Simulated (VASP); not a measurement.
**Ge: single point with LDA**

Ge, a slab with vacuum:

```
Ge
1.0
     4.08500    0.00000    0.00000
    -2.04250    3.53771    0.00000
     0.00000    0.00000   28.00000
Ge
2
Cartesian
  0.0000 2.3585 14.2145
  2.0425 1.1792 13.7855
```

```json
{"Program": "VASP 6.6.1", "Task": "single point", "Functional": "LDA", "Potentials or basis": "VASP PAW LDA potentials, release 64 (Ge_d)", "Cutoff": "520 eV", "k mesh": "12 × 12 × 1", "Occupations": "gaussian, width 0.1 eV", "Spin": "no spin polarisation", "Dipole correction": "yes", "Further INCAR settings": "ALGO = Normal; EDIFF = 1e-06; NBANDS = 21"}
```

```
Largest force          : 0.375 eV/Å
Band gap on the k mesh : zero (band 14 reaches -3.61 eV, above the bottom of band 15 at -4.35 eV)
```

Forces in eV/Å, atoms in the order of the input:
```
Ge   0.000  0.000  0.375
Ge   0.000  0.000 -0.375
```

Levels at points of the mesh, in eV from the Fermi level:
```
           k point  band 11  band 12  band 13  band 14  band 15  band 16  band 17  band 18
(0.00, 0.00, 0.00)   -11.71    -3.23    -1.16    -1.16    -0.69     2.81     3.40     3.40
(0.50, 0.00, 0.00)    -9.73    -7.90    -2.64    -1.05     0.80     0.83     5.74     6.35
```

It took 4.4 min on 1 thread of AMD EPYC 7R43 64-Core Processor (Zen 3), on a shared host, peak memory 0.36 GiB.
